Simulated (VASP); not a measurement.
# TiC (Fm-3m) in VASP: a series of runs

The runs below take TiC through elastic constants, with PBEsol.

Program: VASP 6.6.1. These are calculated values, not measurements. Logs are shortened: lines on timing, memory, paths and dates and some standing lists are left out, and cuts for length are marked.

## 1. The cell of the first run

It takes space group Fm-3m (No. 225, cubic). Conventional cell: a = 4.273 Å, b = 4.273 Å, c = 4.273 Å, α = 90.00°, β = 90.00°, γ = 90.00°. Within 2.8 Å of Ti (site symmetry m-3m) lie 6 C at 2.14 Å. C (site symmetry m-3m) has 6 Ti at 2.14 Å within 2.8 Å.

## 2. Elastic constants, PBEsol

The input, INCAR:

```
SYSTEM = TiC
ALGO = Normal
EDIFF = 1E-8
ENCUT = 600
GGA = PS
GGA_COMPAT = .False.
IBRION = 6
ISIF = 3
ISMEAR = -1
LASPH = .True.
LCHARG = .True.
LREAL = .False.
LWAVE = .False.
NBANDS = 15
NELM = 120
NFREE = 2
NSW = 1
POTIM = 0.015
PREC = Accurate
SIGMA = 0.05
```

The input, KPOINTS:

```
k-points
0
Gamma
  18 18 18
  0 0 0
```

The input, POSCAR:

```
TiC
1.0
    0.0000000000      2.1363209177      2.1363209177
    2.1363209177      0.0000000000      2.1363209177
    2.1363209177      2.1363209177      0.0000000000
Ti C
1 1
Direct
    0.0000000000      0.0000000000      0.0000000000
    0.5000000000      0.5000000000      0.5000000000
```

Potentials or basis: VASP PAW PBE potentials, release 64 (Ti_sv, C).

Launch:

```console
> cat potpaw_PBE.64/Ti_sv/POTCAR potpaw_PBE.64/C/POTCAR > POTCAR
> mpirun -np 1 vasp_std > vasp.out
```

OUTCAR:

```text
SYSTEM = TiC
   EDIFF = 1E-8
   ENCUT = 600
   GGA = PS
   IBRION = 6
   ISIF = 3
   ISMEAR = -1
   LASPH = .True.
   LREAL = .False.
   NELM = 120
   NFREE = 2
   NSW = 1
   POTIM = 0.015
   PREC = Accurate

 ion  position               nearest neighbor table
   1  0.000  0.000  0.000-   2 2.14   2 2.14   2 2.14   2 2.14   2 2.14   2 2.14
   2  0.500  0.500  0.500-   1 2.14   1 2.14   1 2.14   1 2.14   1 2.14   1 2.14

  LATTYP: Found a face centered cubic cell.
 ALAT       =     4.2726418354

  Lattice vectors:

 A1 = (   0.0000000000,   2.1363209177,   2.1363209177)
 A2 = (   2.1363209177,   0.0000000000,   2.1363209177)
 A3 = (   2.1363209177,   2.1363209177,   0.0000000000)

Analysis of symmetry for initial positions (statically):
=====================================================================
 Subroutine PRICEL returns:
 Original cell was already a primitive cell.

 Routine SETGRP: Setting up the symmetry group for a
 face centered cubic supercell.

 Subroutine GETGRP returns: Found 48 space group operations
 (whereof 48 operations were pure point group operations)
 out of a pool of 48 trial point group operations.

The static configuration has the point symmetry O_h .

Analysis of symmetry for dynamics (positions and initial velocities):
=====================================================================
 Subroutine PRICEL returns:
 Original cell was already a primitive cell.

 Routine SETGRP: Setting up the symmetry group for a
 face centered cubic supercell.

 Subroutine GETGRP returns: Found 48 space group operations
 (whereof 48 operations were pure point group operations)
 out of a pool of 48 trial point group operations.

The dynamic configuration has the point symmetry O_h .

 Subroutine INISYM returns: Found 48 space group operations
 (whereof 48 operations are pure point group operations),
 and found     1 'primitive' translations

----------------------------------------------------------------------------------------

                                     Primitive cell

  volume of cell :      19.4998

  direct lattice vectors                    reciprocal lattice vectors
     0.000000000  2.136320918  2.136320918    -0.234047233  0.234047233  0.234047233
     2.136320918  0.000000000  2.136320918     0.234047233 -0.234047233  0.234047233
     2.136320918  2.136320918  0.000000000     0.234047233  0.234047233 -0.234047233

  length of vectors
     3.021214015  3.021214015  3.021214015     0.405381699  0.405381699  0.405381699

  position of ions in fractional coordinates (direct lattice)
     0.000000000  0.000000000  0.000000000
     0.500000000  0.500000000  0.500000000

  ion indices of the primitive-cell ions
   primitive index   ion index
                 1           1
                 2           2

----------------------------------------------------------------------------------------

 KPOINTS: k-points

Automatic generation of k-mesh.
 Grid dimensions read from file:
 generate k-points for:   18   18   18

 Generating k-lattice:

  Cartesian coordinates                     Fractional coordinates (reciprocal lattice)
    -0.013002624  0.013002624  0.013002624     0.055555556  0.000000000  0.000000000
     0.013002624 -0.013002624  0.013002624     0.000000000  0.055555556  0.000000000
     0.013002624  0.013002624 -0.013002624     0.000000000  0.000000000  0.055555556

  Length of vectors
     0.022521206  0.022521206  0.022521206

  Shift w.r.t. Gamma in fractional coordinates (k-lattice)
     0.000000000  0.000000000  0.000000000

 Subroutine IBZKPT returns following result:
 ===========================================

 Found    195 irreducible k-points:

 Following reciprocal coordinates:
            Coordinates               Weight
  0.000000  0.000000  0.000000      1.000000
  0.055556  0.000000  0.000000      8.000000
  0.111111  0.000000  0.000000      8.000000
  0.166667  0.000000  0.000000      8.000000
  0.222222  0.000000  0.000000      8.000000
  0.277778  0.000000  0.000000      8.000000
[... 16 lines left out ...]
 -0.277778  0.055556  0.000000     24.000000
 -0.222222  0.055556  0.000000     24.000000
 [... further k-points ...]
   k-points           NKPTS =    195   k-points in BZ     NKDIM =    195   number of bands    NBANDS=     15
   number of dos      NEDOS =    301   number of ions     NIONS =      2
   total plane-waves  NPLWV =  13824
[... 42 lines left out ...]
   AEXX    =    0.0000 exact exchange contribution
   IVDW    =     0    specifies the selected vdW correction
   LEPSILON=     F    determine dielectric tensor
   LRPA    =     F    only Hartree local field effects (RPA)
 finite differences with symmetry
 non-spin polarized calculation
  energy-cutoff  :      600.00
  volume of cell :       19.50
 maximum number of plane-waves:       663
   NGX = 13   NGY = 13   NGZ = 13

--------------------------------------- Ionic step        1  -------------------------------------------

 number of electron      16.0000004 magnetization

 Free energy of the ion-electron system (eV)
  ---------------------------------------------------
  ext. energy  EPLUGINS =         0.00000000
  ---------------------------------------------------
  free energy    TOTEN  =       -19.79957296 eV

  energy without entropy =      -19.79708190  energy(sigma->0) =      -19.79832743

------------------------ aborting loop because EDIFF is reached ----------------------------------------

  FORCE on cell =-STRESS in cart. coord.  units (eV):
  Direction    XX          YY          ZZ          XY          YZ          ZX
  --------------------------------------------------------------------------------------
  -------------------------------------------------------------------------------------
  Total        0.5030468      0.5030468      0.5030468      0.0000000      0.0000000      0.0000000
  in kB       41.3322908     41.3322908     41.3322908      0.0000000      0.0000000      0.0000000
  external PRESSURE =      41.3322908 kB  Pullay stress =       0.0000000 kB
[... 89 lines left out ...]
  FREE ENERGIE OF THE ION-ELECTRON SYSTEM (eV)
  ---------------------------------------------------
  free  energy   TOTEN  =       -19.7835300256 eV

  energy  without entropy=      -19.7810546961  energy(sigma->0) =      -19.78229236

[... ionic steps 4 to 14 ...]

--------------------------------------- Ionic step       15  -------------------------------------------

 number of electron      16.0000002 magnetization

------------------------ aborting loop because EDIFF is reached ----------------------------------------
[... 67 lines left out ...]
--------------------------------------- Ionic step       17  -------------------------------------------

 number of electron      16.0000004 magnetization

 Free energy of the ion-electron system (eV)
  ---------------------------------------------------
  ext. energy  EPLUGINS =         0.00000000
  ---------------------------------------------------
  free energy    TOTEN  =       -19.79835798 eV

  energy without entropy =      -19.79588393  energy(sigma->0) =      -19.79712095

 E-fermi :   9.7911     XC(G=0): -13.0739

 val. band max:        9.7511862615   @ k =   0.2778   0.2222   0.0000
 cond. band min:       9.8011975395   @ k =   0.5000   0.5000   0.0000
 fundamental gap:      0.0500112781
 Fermi energy:         9.7910664662

 k-point     1 :       0.0000    0.0000    0.0000
  band No.  band energies     occupation
      1     -46.4216      2.00000
      2     -22.5254      2.00000
      3     -22.5254      2.00000
      4     -22.5253      2.00000
      5      -2.7673      2.00000
      6      10.4573      0.00000
      7      10.4573      0.00000
      8      10.4660      0.00000
      9      11.4347      0.00000
     10      11.5562      0.00000
     11      11.5562      0.00000
     12      11.6032      0.00000
     13      11.7173      0.00000
     14      20.8795      0.00000
[... 401 lines left out ...]
      2     -22.8111      2.00000
      3     -22.5725      2.00000
      4     -22.5441      2.00000
      5      -1.4270      2.00000
      6       7.0566      2.00000
      7       7.9507      2.00000
      8       8.1925      2.00000
      9      11.3580      0.00000
     10      11.8067      0.00000
     11      12.8458      0.00000
     12      15.2265      0.00000
     13      16.3152      0.00000
     14      21.5111      0.00000
     15      24.4036      0.00000

 [... further k-points ...]

------------------------ aborting loop because EDIFF is reached ----------------------------------------

  FORCE on cell =-STRESS in cart. coord.  units (eV):
  Direction    XX          YY          ZZ          XY          YZ          ZX
  --------------------------------------------------------------------------------------
  -------------------------------------------------------------------------------------
  Total        0.5125382      0.5034009      0.5034009     -0.0000000      0.0000000      0.0000000
  in kB       42.1121450     41.3613883     41.3613883     -0.0000000      0.0000000      0.0000000
  external PRESSURE =      41.6116405 kB  Pullay stress =       0.0000000 kB
[... 17 lines left out ...]
  FREE ENERGIE OF THE ION-ELECTRON SYSTEM (eV)
  ---------------------------------------------------
  free  energy   TOTEN  =       -19.7983579763 eV

  energy  without entropy=      -19.7958839331  energy(sigma->0) =      -19.79712095

 INTERNAL STRAIN TENSORS FROM STRAINED CELLS
 ============================================

 INTERNAL STRAIN TENSOR FOR ION    1 for displacements in x,y,z  (eV/Angst):
          X           Y           Z          XY          YZ          ZX
  --------------------------------------------------------------------------------
  x    -0.00000    -0.00000    -0.00000    -0.00000    -0.00000    -0.00000
  y     0.00000    -0.00000     0.00000     0.00000    -0.00000     0.00000
  z    -0.00000    -0.00000    -0.00000     0.00000    -0.00000    -0.00000

 INTERNAL STRAIN TENSORS FROM DISPLACED ATOMS
 ============================================

 INTERNAL STRAIN TENSOR FOR ION    1 for displacements in x,y,z  (eV/Angst):
          X           Y           Z          XY          YZ          ZX
  --------------------------------------------------------------------------------
  x     0.00000     0.00000     0.00000     0.00000     0.00000     0.00000
  y     0.00000     0.00000     0.00000     0.00000     0.00000     0.00000
  z     0.00000     0.00000     0.00000     0.00000     0.00000     0.00000

 INTERNAL STRAIN TENSOR FOR ION    2 for displacements in x,y,z  (eV/Angst):
          X           Y           Z          XY          YZ          ZX
  --------------------------------------------------------------------------------
  x     0.00000     0.00000     0.00000     0.00000     0.00000     0.00000
  y     0.00000     0.00000     0.00000     0.00000     0.00000     0.00000
  z     0.00000     0.00000     0.00000     0.00000     0.00000     0.00000

 Eigenvectors and eigenvalues of the dynamical matrix
 ----------------------------------------------------

   1 f  =   16.584236 THz   104.201830 2PiTHz  553.190578 cm-1    68.586859 meV
             X         Y         Z           dx          dy          dz
      0.000000  0.000000  0.000000     0.000000    0.447937    0.000000
      2.136321  2.136321  2.136321     0.000000   -0.894065    0.000000
[... 21 lines left out ...]
   6 f/i=    0.002070 THz     0.013007 2PiTHz    0.069054 cm-1     0.008562 meV
             X         Y         Z           dx          dy          dz
      0.000000  0.000000  0.000000     0.000000    0.000000    0.894065
      2.136321  2.136321  2.136321     0.000000    0.000000    0.447937

--------------------------------------------------------------------------------------------------------

 ELASTIC MODULI CONTR FROM IONIC RELAXATION (kBar)
 Direction    XX          YY          ZZ          XY          YZ          ZX
 --------------------------------------------------------------------------------
 XX           0.0000      0.0000      0.0000      0.0000      0.0000      0.0000
 YY           0.0000      0.0000      0.0000      0.0000      0.0000      0.0000
 ZZ           0.0000      0.0000      0.0000      0.0000      0.0000      0.0000
 XY           0.0000      0.0000      0.0000      0.0000      0.0000      0.0000
 YZ           0.0000      0.0000      0.0000      0.0000      0.0000      0.0000
 ZX           0.0000      0.0000      0.0000      0.0000      0.0000      0.0000
 --------------------------------------------------------------------------------

 TOTAL ELASTIC MODULI (kBar)
 Direction    XX          YY          ZZ          XY          YZ          ZX
 --------------------------------------------------------------------------------
 XX        5856.6700   1237.2094   1237.2094      0.0000     -0.0000     -0.0000
 YY        1237.2094   5856.6700   1237.2094     -0.0000      0.0000      0.0000
 ZZ        1237.2094   1237.2094   5856.6700     -0.0000      0.0000      0.0000
 XY           0.0000     -0.0000     -0.0000   1716.6083      0.0000      0.0000
 YZ          -0.0000      0.0000      0.0000      0.0000   1716.6083      0.0000
 ZX          -0.0000      0.0000      0.0000      0.0000      0.0000   1716.6083
 --------------------------------------------------------------------------------
```

Wall time 17 min (1 thread of Intel Xeon 6975P-C (Granite Rapids), shared host); peak memory 0.97 GiB.

What came out:

* Elastic constants C11, C12, C44: 586, 124, 172 GPa
* Voigt bulk modulus: 278 GPa
* Highest phonon frequency at Γ: 553 cm⁻¹

Phonon frequencies in cm⁻¹ (negative: imaginary):
```tsv
q point	frequencies
(0.000, 0.000, 0.000)	0 0 0 553 553 553
```

Elastic tensor in Voigt notation (GPa, in the Cartesian axes of the cell as first typed):
```
586 124 124   0   0   0
124 586 124   0   0   0
124 124 586   0   0   0
  0   0   0 172   0   0
  0   0   0   0 172   0
  0   0   0   0   0 172
```

Clamped-ion elastic tensor (GPa):
```
586 124 124   0   0   0
124 586 124   0   0   0
124 124 586   0   0   0
  0   0   0 172   0   0
  0   0   0   0 172   0
  0   0   0   0   0 172
```

Caveat: the cell is under stress, which shifts elastic constants; the PAW data sets were made with another functional, which shifts forces and pressure a little.

## 3. Elastic constants, PBEsol

This run uses another cell than the first one, of 9.89 Å³/atom.

The input, INCAR:

```
PREC = Accurate ; ENCUT = 600
EDIFF = 1E-8 ; ISMEAR = -1
SIGMA = 0.05 ; LREAL = False
LASPH = True ; NELM = 120
ALGO = Normal ; ISIF = 3
LWAVE = False ; LCHARG = False
GGA = PS ; IBRION = 6
NFREE = 2 ; POTIM = 0.015
NSW = 1 ; GGA_COMPAT = False
```

The input, KPOINTS:

```
Automatic mesh
0
Gamma
  18 18 18
```

The input, POSCAR:

```
TiC
1.0
    0.0000000000      2.1467070539      2.1467070539
    2.1467070539      0.0000000000      2.1467070539
    2.1467070539      2.1467070539      0.0000000000
Ti C
1 1
Direct
    0.0000000000      0.0000000000      0.0000000000
    0.5000000000      0.5000000000      0.5000000000
```

Potentials or basis: VASP PAW PBE potentials, release 64 (Ti_sv, C).

Launch:

```console
> cat potpaw_PBE.64/Ti_sv/POTCAR potpaw_PBE.64/C/POTCAR > POTCAR
> mpirun -np 1 vasp_std > vasp.out
```

Run time: 22 min. Hardware: 1 thread of Intel Xeon Platinum 8559C (Emerald Rapids), shared host; peak memory 0.88 GiB.

The run converged. Its results:

| Property | Result |
| --- | --- |
| Elastic constants C11, C12, C44 | 555, 121, 169 GPa |
| Voigt bulk modulus | 266 GPa |
| Highest phonon frequency at Γ | 539 cm⁻¹ |

Phonon frequencies in cm⁻¹ (negative: imaginary):
| q point | frequencies |
| --- | --- |
| (0.000, 0.000, 0.000) | 0 0 0 539 539 539 |

Elastic tensor in Voigt notation (GPa, in the Cartesian axes of the cell as first typed):
```
555 121 121   0   0   0
121 555 121   0   0   0
121 121 555   0   0   0
  0   0   0 169   0   0
  0   0   0   0 169   0
  0   0   0   0   0 169
```

Clamped-ion elastic tensor (GPa):
```
555 121 121   0   0   0
121 555 121   0   0   0
121 121 555   0   0   0
  0   0   0 169   0   0
  0   0   0   0 169   0
  0   0   0   0   0 169
```

Caveat: the PAW data sets were made with another functional, which shifts forces and pressure a little.
